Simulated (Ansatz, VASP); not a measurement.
## MgO in VASP and in Ansatz

The input INCAR:

```
ALGO     = Normal         # electronic algorithm
EDIFF    = 1E-6           # SCF threshold, eV
ENCUT    = 520            # plane-wave cutoff, eV
GGA      = PE             # functional
ISIF     = 2              # what is computed and relaxed
ISMEAR   = 0              # smearing method
LASPH    = True           # aspherical terms in the spheres
LCHARG   = False          # write CHGCAR
LREAL    = False          # projectors in reciprocal space
LWAVE    = False          # write WAVECAR
NBANDS   = 16             # bands
NELM     = 80             # most SCF steps
PREC     = Accurate       # precision mode
SIGMA    = 0.05           # smearing width, eV
```

The input KPOINTS:

```
k-points
0
Gamma
  9 9 6
```

The input POSCAR:

```
MgO
1.0
    3.5377068345      0.0000000000      0.0000000000
   -1.7688534173      3.0637439898      0.0000000000
    0.0000000000      0.0000000000      4.4688312734
Mg O
2 2
Direct
    0.6666666667      0.3333333333      0.7500000000
    0.3333333333      0.6666666667      0.2500000000
    0.6666666667      0.3333333333      0.2500000000
    0.3333333333      0.6666666667      0.7500000000
```

Input for Ansatz:

```yaml
crystal:
  lattice:
    - [3.5377068345, 0.0, 0.0]
    - [-1.7688534173, 3.0637439898, 0.0]
    - [0.0, 0.0, 4.4688312734]
  atoms:
    - { symbol: Mg, position: [0.6666666667, 0.3333333333, 0.75] }
    - { symbol: Mg, position: [0.3333333333, 0.6666666667, 0.25] }
    - { symbol: O, position: [0.6666666667, 0.3333333333, 0.25] }
    - { symbol: O, position: [0.3333333333, 0.6666666667, 0.75] }
basis:
  ecutwfc: 520.0
kpoints:
  mp_grid: { grid: [9, 9, 6] }
hamiltonian:
  xc: pbe
  pseudopotentials: { kind: paw, azcp: { folder: soft_1 } }
scf:
  occupations: { method: gaussian, width: 0.05 }
output:
  forces: true
  stress: true
  eigenvalues: true
```

Alike in both runs: task single point; functional PBE; k mesh 9 × 9 × 6; occupations gaussian, width 0.05 eV; no spin polarisation.

|  | VASP | Ansatz |
| --- | --- | --- |
| version | VASP 6.6.1 | Ansatz 0.2.0 |
| potentials or method | VASP PAW PBE potentials, release 64 (Mg, O), cutoff 520 eV | scalar-relativistic, plane waves, PAW |
| valence electrons in the cell | 16 | 32 |

|  | VASP | Ansatz | Ansatz less VASP |
| --- | --- | --- | --- |
| gap on the k mesh at the Fermi level (eV) | 2.87 | 2.90 | +0.021 |
| least direct gap on the mesh (eV) | 2.87 | 2.90 | +0.021 |
| pressure (GPa) | -7.0 | -6.5 | +0.55 |
| traceless stress, the component that is largest in VASP (GPa) | -3.25 | -3.17 | +0.086 |

VASP's potentials hold 16 valence electrons a cell and Ansatz's 32, so a difference there can come from the potentials and not from the codes.
